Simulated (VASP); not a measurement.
Write the native input for VASP 6.6.1 that does the following.

```
Task                   : single point
Functional             : r2SCAN
Potentials or basis    : VASP PAW PBE potentials, release 64 (Ca_sv, O)
Cutoff                 : 520 eV
k mesh                 : 8 × 8 × 8
Occupations            : gaussian, width 0.02 eV
Spin                   : no spin polarisation
Dipole correction      : no
Further INCAR settings : ALGO = Normal; EDIFF = 1e-07; NBANDS = 15
```

The system is CaO.

```
Ca O
1.0
     0.00000    2.39745    2.39745
     2.39745    0.00000    2.39745
     2.39745    2.39745    0.00000
Ca O
1 1
Direct
  0.00000 0.00000 0.00000
  0.50000 0.50000 0.50000
```

One way to write it, as run:

POSCAR

```
CaO
1.0
    0.0000000000      2.3974452290      2.3974452290
    2.3974452290      0.0000000000      2.3974452290
    2.3974452290      2.3974452290      0.0000000000
Ca O
1 1
Direct
    0.0000000000      0.0000000000      0.0000000000
    0.5000000000      0.5000000000      0.5000000000
```

INCAR.step1

```
ALGO = Normal
EDIFF = 1E-4
ENCUT = 520
GGA = PE
ISMEAR = 0
LASPH = True
LCHARG = False
LREAL = False
LWAVE = True
NBANDS = 15
NELM = 80
PREC = Accurate
SIGMA = 0.02
```

INCAR.step2

```
ALGO = Normal
EDIFF = 1E-7
ENCUT = 520
ISIF = 2
ISMEAR = 0
ISTART = 1
LASPH = True
LCHARG = False
LMIXTAU = True
LREAL = False
LWAVE = False
METAGGA = R2SCAN
NBANDS = 15
NELM = 80
PREC = Accurate
SIGMA = 0.02
```

KPOINTS

```
k-points
0
Gamma
  8 8 8
```

Potentials or basis: VASP PAW PBE potentials, release 64 (Ca_sv, O).

Command:

```sh
$ cat potpaw_PBE.64/Ca_sv/POTCAR potpaw_PBE.64/O/POTCAR > POTCAR
$ cp INCAR.step1 INCAR
$ mpirun -np 1 vasp_std > vasp.out
$ cp INCAR.step2 INCAR
$ mpirun -np 1 vasp_std > vasp.out
```

Results of the run:

The pressure is 1.1 GPa. The band gap on the k mesh is 4.19 eV, indirect (least direct gap 4.56 eV).

Caveat: the PAW data sets were made with another functional, which shifts forces and pressure a little.

It took 44 s on 1 thread of AMD EPYC 9R45 96-Core Processor (Zen 5), with other jobs on the host, peak memory 0.14 GiB.
